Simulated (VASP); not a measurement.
# Ti8HO16 (a cell with a defect) in VASP: a series of runs

Ti8HO16 (a cell with a defect) is run at these levels: PBE; tasks: single point.

Everything below comes from runs of VASP 6.6.1. Logs are shortened: lines on timing, memory, paths and dates and some standing lists are left out, and cuts for length are marked.

## Step 1: The cell of the first run

The cell holds a defect, 25 atoms: a = 6.567 Å, b = 6.567 Å, c = 7.530 Å, α = 115.85°, β = 115.85°, γ = 90.00°.

## Step 2: Single point, PBE

INCAR reads:

```
SYSTEM = Ti8HO16
  PREC = Accurate
  ENCUT = 520
  EDIFF = 1E-6
  ISMEAR = 0
  SIGMA = 0.02
  LREAL = Auto
  LASPH = .TRUE.
  NELM = 100
  ALGO = Normal
  ISIF = 2
  LWAVE = .FALSE.
  LCHARG = .TRUE.
  GGA = PE
  LELF = .TRUE.
  LVHAR = .TRUE.
  NBANDS = 114
  NELECT = 192.0
```

KPOINTS reads:

```
regular mesh
0
G
  3 3 3
  0 0 0
```

POSCAR reads:

```
Ti8HO16
1.0
    4.6432750182     -4.6432750182      0.0000000000
    4.6432750182      4.6432750182      0.0000000000
   -4.6432750182      0.0000000000      5.9277640358
Ti O H
8 16 1
Direct
    1.0256080245     -0.0234470026     -0.0006230005
    0.2562429403      0.2614844993      0.5000627525
    0.4751593101      0.5016912298     -0.0007712858
    0.7564929422      0.7602262985      0.4984670412
    0.1257041711      0.6468471123      0.2672906665
    0.3997156808      0.8753984675      0.7548007939
    0.6440656695      0.1200071138      0.2451067538
    0.8568858947      0.3793143549      0.7325615483
   -0.0363236148      0.2921878333      0.0002351646
    0.2440460679      0.5549253491      0.4996975221
    0.4923844179      0.8047066462     -0.0000074227
    0.7440324865      0.0552744466      0.5004566616
    0.8172968524      0.6305719660      0.2504753885
    0.0694624162      0.8778017855      0.7487349316
    0.3204146608      0.1288994056      0.2510751088
    0.5665725966      0.3801894949      0.7498228629
    0.0045113056      0.6875776732      0.0000074227
    0.2541791165      0.9463896764      0.5036469033
    0.5150586588      0.1959115064      0.0001899536
    0.7500818965      0.4428052449      0.4964222567
    0.4226657777      0.6175751889      0.2484864430
    0.6811541467      0.8646059123      0.7498319726
    0.9313577900      0.1149678529      0.2506835615
    0.1738765438      0.3690189802      0.7514394927
    0.8145744830      0.2747410701      0.0008682869
```

Potentials or basis: VASP PAW PBE potentials, release 64 (Ti_sv, O, H).

Launch:

```sh
$ cat potpaw_PBE.64/Ti_sv/POTCAR potpaw_PBE.64/O/POTCAR potpaw_PBE.64/H/POTCAR > POTCAR
$ mpirun -np 1 vasp_std > vasp.out
```

OUTCAR:

```text
SYSTEM = Ti8HO16
   PREC = Accurate
   ENCUT = 520
   EDIFF = 1E-6
   ISMEAR = 0
   LREAL = Auto
   LASPH = .TRUE.
   NELM = 100
   ISIF = 2
   GGA = PE
   NELECT = 192.0

 ion  position               nearest neighbor table
   1  0.026  0.977  0.999-  14 1.86  15 1.87  17 1.90  22 2.07  23 2.08   9 2.11
   2  0.256  0.261  0.500-  16 1.92  15 1.93  10 1.93  23 1.98  24 2.03  18 2.08
   3  0.475  0.502  0.999-  24 1.88  21 1.88  11 1.99  19 2.03  16 2.05  13 2.06
   4  0.756  0.760  0.498-  13 1.91  14 1.93  12 1.93  22 2.00  21 2.02  20 2.08
   5  0.126  0.647  0.267-  18 1.84  10 1.94  17 1.96  13 1.97  21 2.02   9 2.16   6 2.90
   6  0.400  0.875  0.755-  22 1.87  11 1.94  19 1.95  18 1.97  10 1.98  14 2.15   5 2.90   7 2.91

   7  0.644  0.120  0.245-  23 1.87  11 1.94  19 1.95  20 1.98  12 1.98  15 2.15   8 2.90   6 2.91

   8  0.857  0.379  0.733-  20 1.84  12 1.94  17 1.96  16 1.97  24 2.03   9 2.16   7 2.90
   9  0.964  0.292  0.000-  25 0.99   1 2.11   5 2.16   8 2.16
  10  0.244  0.555  0.500-   2 1.93   5 1.94   6 1.98
  11  0.492  0.805  1.000-   7 1.94   6 1.94   3 1.99
  12  0.744  0.055  0.500-   4 1.93   8 1.94   7 1.98
  13  0.817  0.631  0.250-   4 1.91   5 1.97   3 2.06
  14  0.069  0.878  0.749-   1 1.86   4 1.93   6 2.15
  15  0.320  0.129  0.251-   1 1.87   2 1.93   7 2.15
  16  0.567  0.380  0.750-   2 1.92   8 1.97   3 2.05
  17  0.005  0.688  0.000-   1 1.90   5 1.96   8 1.96
  18  0.254  0.946  0.504-   5 1.84   6 1.97   2 2.08
  19  0.515  0.196  0.000-   6 1.95   7 1.95   3 2.03
  20  0.750  0.443  0.496-   8 1.84   7 1.98   4 2.08
  21  0.423  0.618  0.248-   3 1.88   5 2.02   4 2.02
  22  0.681  0.865  0.750-   6 1.87   4 2.00   1 2.07
  23  0.931  0.115  0.251-   7 1.87   2 1.98   1 2.08
  24  0.174  0.369  0.751-   3 1.88   2 2.03   8 2.03
  25  0.815  0.275  0.001-   9 0.99

  LATTYP: Found a body centered tetragonal cell.
 ALAT       =     6.5665825046
 C/A-ratio  =     1.8054335057

  Lattice vectors:

 A1 = (   0.0000000000,  -4.6432750182,  -5.9277640358)
 A2 = (   0.0000000000,   4.6432750182,  -5.9277640358)
 A3 = (   4.6432750182,   0.0000000000,   5.9277640358)

Analysis of symmetry for initial positions (statically):
=====================================================================
 Subroutine PRICEL returns:
 Original cell was already a primitive cell.

 Routine SETGRP: Setting up the symmetry group for a
 body centered tetragonal supercell.

 Subroutine GETGRP returns: Found  1 space group operations
 (whereof  1 operations were pure point group operations)
 out of a pool of 16 trial point group operations.

The static configuration has the point symmetry C_1 .

Analysis of symmetry for dynamics (positions and initial velocities):
=====================================================================
 Subroutine PRICEL returns:
 Original cell was already a primitive cell.

 Routine SETGRP: Setting up the symmetry group for a
 body centered tetragonal supercell.

 Subroutine GETGRP returns: Found  1 space group operations
 (whereof  1 operations were pure point group operations)
 out of a pool of 16 trial point group operations.

The dynamic configuration has the point symmetry C_1 .

 Subroutine INISYM returns: Found  1 space group operations
 (whereof  1 operations are pure point group operations),
 and found     1 'primitive' translations

----------------------------------------------------------------------------------------

                                     Primitive cell

  volume of cell :     255.6052

  direct lattice vectors                    reciprocal lattice vectors
     4.643275018 -4.643275018  0.000000000     0.107682616 -0.107682616  0.084348837
     4.643275018  4.643275018  0.000000000     0.107682616  0.107682616  0.084348837
    -4.643275018  0.000000000  5.927764036     0.000000000  0.000000000  0.168697673

  length of vectors
     6.566582505  6.566582505  7.529833289     0.174085662  0.174085662  0.168697673

  position of ions in fractional coordinates (direct lattice)
     0.025608025  0.976552997  0.999377000
     0.256242940  0.261484499  0.500062752
     0.475159310  0.501691230  0.999228714
     0.756492942  0.760226299  0.498467041
     0.125704171  0.646847112  0.267290667
     0.399715681  0.875398467  0.754800794
[... 17 lines left out ...]
     0.173876544  0.369018980  0.751439493
     0.814574483  0.274741070  0.000868287

  ion indices of the primitive-cell ions
   primitive index   ion index
                 1           1
                 2           2
                 3           3
                 4           4
                 5           5
                 6           6
[... 17 lines left out ...]
                24          24
                25          25

----------------------------------------------------------------------------------------

 KPOINTS: regular mesh

Automatic generation of k-mesh.
 Grid dimensions read from file:
 generate k-points for:    3    3    3

 Generating k-lattice:

  Cartesian coordinates                     Fractional coordinates (reciprocal lattice)
     0.035894205 -0.035894205  0.028116279     0.333333333  0.000000000  0.000000000
     0.035894205  0.035894205  0.028116279     0.000000000  0.333333333  0.000000000
     0.000000000  0.000000000  0.056232558     0.000000000  0.000000000  0.333333333

  Length of vectors
     0.058028554  0.058028554  0.056232558

  Shift w.r.t. Gamma in fractional coordinates (k-lattice)
     0.000000000  0.000000000  0.000000000

 Subroutine IBZKPT returns following result:
 ===========================================

 Found     14 irreducible k-points:

 Following reciprocal coordinates:
            Coordinates               Weight
  0.000000  0.000000  0.000000      1.000000
  0.333333  0.000000  0.000000      2.000000
  0.000000 -0.333333  0.333333      2.000000
 -0.333333  0.000000  0.333333      2.000000
  0.000000  0.333333  0.000000      2.000000
  0.333333  0.333333  0.000000      2.000000
  0.333333 -0.333333  0.333333      2.000000
 -0.333333 -0.333333 -0.333333      2.000000
 -0.333333  0.333333  0.333333      2.000000
 -0.333333  0.333333  0.000000      2.000000
  0.333333  0.333333 -0.333333      2.000000
  0.000000  0.000000  0.333333      2.000000
  0.333333  0.000000  0.333333      2.000000
  0.000000 -0.333333 -0.333333      2.000000
   k-points           NKPTS =     14   k-points in BZ     NKDIM =     14   number of bands    NBANDS=    114
   number of dos      NEDOS =    301   number of ions     NIONS =     25
   total plane-waves  NPLWV = 140000
   dimension x,y,z NGX =    50 NGY =   50 NGZ =   56
   dimension x,y,z NGXF=   100 NGYF=  100 NGZF=  112
   ions per type =               8  16   1
   NGX,Y,Z   is equivalent  to a cutoff of  12.66, 12.66, 12.36 a.u.
   NGXF,Y,Z  is equivalent  to a cutoff of  25.32, 25.32, 24.73 a.u.
 SYSTEM =  Ti8HO16
   PREC   = accura    normal or accurate (medium, high low for compatibility)
   ISTART =      0    job   : 0-new  1-cont  2-samecut
   ICHARG =      2    charge: 1-file 2-atom 10-const
   ISPIN  =      1    spin polarized calculation?
   LNONCOLLINEAR =      F non collinear calculations
   LSORBIT =      F    spin-orbit coupling
   LASPH  =      T    aspherical Exc in radial PAW
   ENCUT  =  520.0 eV  38.22 Ry    6.18 a.u.  12.21 12.21 14.00*2*pi/ulx,y,z
   NELM   =    100;   NELMIN=  2; NELMDL= -5     # of ELM steps
   EDIFF  = 0.1E-05   stopping-criterion for ELM
   LREAL  =      T    real-space projection
   EDIFFG = 0.1E-04   stopping-criterion for IOM
   NSW    =      0    number of steps for IOM
   IBRION =     -1    ionic relax: 0-MD 1-quasi-New 2-CG
   NFREE  =      0    steps in history (QN), initial steepest desc. (CG)
   ISIF   =      2    stress and relaxation
   ISYM   =      2    0-nonsym 1-usesym 2-fastsym
   POTIM  = 0.5000    time-step for ionic-motion
   TEBEG  =    0.0;   TEEND  =   0.0 temperature during run
   PSTRESS=    0.0 pullay stress
   NELECT =     192.0000    total number of electrons
   NUPDOWN=      -1.0000    fix difference up-down
   EMIN   =  10.00;   EMAX   =-10.00  energy-range for DOS
   EFERMI =   0.00;   METHOD = LEGACY
   ISMEAR =     0;   SIGMA  =   0.02  broadening in eV -4-tet -1-fermi 0-gaus
   EFERMI_NEDOS =   21; number of points for ismear=-14 and -15
   IALGO  =     38    algorithm
   IMIX   =      4    mixing-type and parameters
     AMIX     =   0.40;   BMIX     =  1.00
     AMIX_MAG =   1.60;   BMIX_MAG =  1.00
  volume/ion in A,a.u.               =      10.22        69.00
  Fermi-wavevector in a.u.,A,eV,Ry     =   1.488168  2.812230 30.132066  2.214644
  Thomas-Fermi vector in A             =   2.601237
   LORBIT       =      0    0 simple, 1 ext, 2 COOP (PROOUT), +10 PAW based schemes
   GGA     = PE    functional components
   LHFCALC =     F    Hartree Fock is set to
   AEXX    =    0.0000 exact exchange contribution
   IVDW    =     0    specifies the selected vdW correction
   LEPSILON=     F    determine dielectric tensor
   LRPA    =     F    only Hartree local field effects (RPA)
 non-spin polarized calculation
 Gauss-broadening in eV      SIGMA  =   0.02
  energy-cutoff  :      520.00
  volume of cell :      255.61
 maximum number of plane-waves:      6906
 NGX is ok and might be reduce to    50
   NGX = 25   NGY = 25   NGZ = 27

 number of electron     191.9999985 magnetization

 Free energy of the ion-electron system (eV)
  ---------------------------------------------------
  ext. energy  EPLUGINS =         0.00000000
  ---------------------------------------------------
  free energy    TOTEN  =      -224.51355237 eV

  energy without entropy =     -224.51355237  energy(sigma->0) =     -224.51355237

 E-fermi :   4.7816     XC(G=0): -11.2769

 val. band max:        4.5044426139   @ k =   0.0000   0.0000   0.0000
 cond. band min:       6.5718495083   @ k =   0.0000   0.0000   0.0000
 fundamental gap:      2.0674068944
 Fermi energy:         4.7816086223

 k-point     1 :       0.0000    0.0000    0.0000
  band No.  band energies     occupation
      1     -52.2743      2.00000
      2     -52.2677      2.00000
      3     -52.2574      2.00000
      4     -52.2501      2.00000
      5     -52.2029      2.00000
      6     -52.1803      2.00000
[... 100 lines left out ...]
    107       7.5470      0.00000
    108       7.6694      0.00000
[... 1441 lines left out ...]
    107       7.5742      0.00000
    108       7.6786      0.00000
 [bands above 108 left out]

------------------------ aborting loop because EDIFF is reached ----------------------------------------

  FORCE on cell =-STRESS in cart. coord.  units (eV):
  Direction    XX          YY          ZZ          XY          YZ          ZX
  --------------------------------------------------------------------------------------
  -------------------------------------------------------------------------------------
  Total       -7.5357008     -4.2492271     -2.1674545      2.3037193      0.0063251     -0.0131011
  in kB      -47.2350641    -26.6348840    -13.5859762     14.4401074      0.0396468     -0.0821201
  external PRESSURE =     -29.1519748 kB  Pullay stress =       0.0000000 kB

 VOLUME and BASIS-vectors are now :
 -----------------------------------------------------------------------------
  energy-cutoff  :      520.00
  volume of cell :      255.61
      direct lattice vectors                 reciprocal lattice vectors
     4.643275018 -4.643275018  0.000000000     0.107682616 -0.107682616  0.084348837
     4.643275018  4.643275018  0.000000000     0.107682616  0.107682616  0.084348837
    -4.643275018  0.000000000  5.927764036     0.000000000  0.000000000  0.168697673

 POSITION                                       TOTAL-FORCE (eV/Angst)
 -----------------------------------------------------------------------------------
      0.01293      4.41550      5.92407        -0.002891      0.045758      0.007396
      0.08202      0.02434      2.96425        -0.032505      0.006144      0.019760
     -0.10391      0.12319      5.92319         0.023623     -0.032453     -0.000897
      4.72803      0.01734      2.95479        -0.040427      0.010932     -0.006110
      2.34606      2.41981      1.58444        -0.024300     -0.025643     -0.057451
      2.41596      2.20873      4.47428        -0.040150      0.045041     -0.010518
[... 17 lines left out ...]
     -0.96833      0.90610      4.45436        -0.030029      0.013843     -0.038113
      5.05396     -2.50660      0.00515        -0.078766      0.066781     -0.001348
 -----------------------------------------------------------------------------------
    total drift:                                0.008566      0.017452      0.015319

  FREE ENERGIE OF THE ION-ELECTRON SYSTEM (eV)
  ---------------------------------------------------
  free  energy   TOTEN  =      -224.5135523721 eV

  energy  without entropy=     -224.5135523721  energy(sigma->0) =     -224.51355237
```

Run time: 29 min. Hardware: 1 thread of AMD EPYC 7R13, shared host; peak memory 0.49 GiB.

Results:

| Quantity | Value |
| --- | --- |
| Free energy | -224.5136 eV |
| Largest force | 0.103 eV/Å |

Forces on the atoms (eV/Å):
```
Ti  -0.003  0.046  0.007
Ti  -0.033  0.006  0.020
Ti   0.024 -0.032 -0.001
Ti  -0.040  0.011 -0.006
Ti  -0.024 -0.026 -0.057
Ti  -0.040  0.045 -0.011
Ti  -0.044  0.041  0.016
Ti  -0.021 -0.036  0.059
O    0.071 -0.043 -0.002
O   -0.011 -0.004  0.004
O   -0.024 -0.030 -0.001
O   -0.010 -0.008 -0.009
O    0.011 -0.016 -0.028
O    0.055 -0.049 -0.027
O    0.055 -0.048  0.024
O    0.009 -0.013  0.022
O   -0.012 -0.005 -0.003
O    0.047  0.047  0.037
O    0.045  0.025  0.002
O    0.046  0.044 -0.040
O   -0.026  0.015  0.039
O    0.018 -0.029  0.001
O    0.017 -0.022 -0.006
O   -0.030  0.014 -0.038
H   -0.079  0.067 -0.001
```

Caveat: the cell carries a net charge on a neutralising background, which shifts energy and pressure; the cell is charged against a uniform background, so pressure and absolute levels hang on convention.

(Continued in part 2 of 2.)
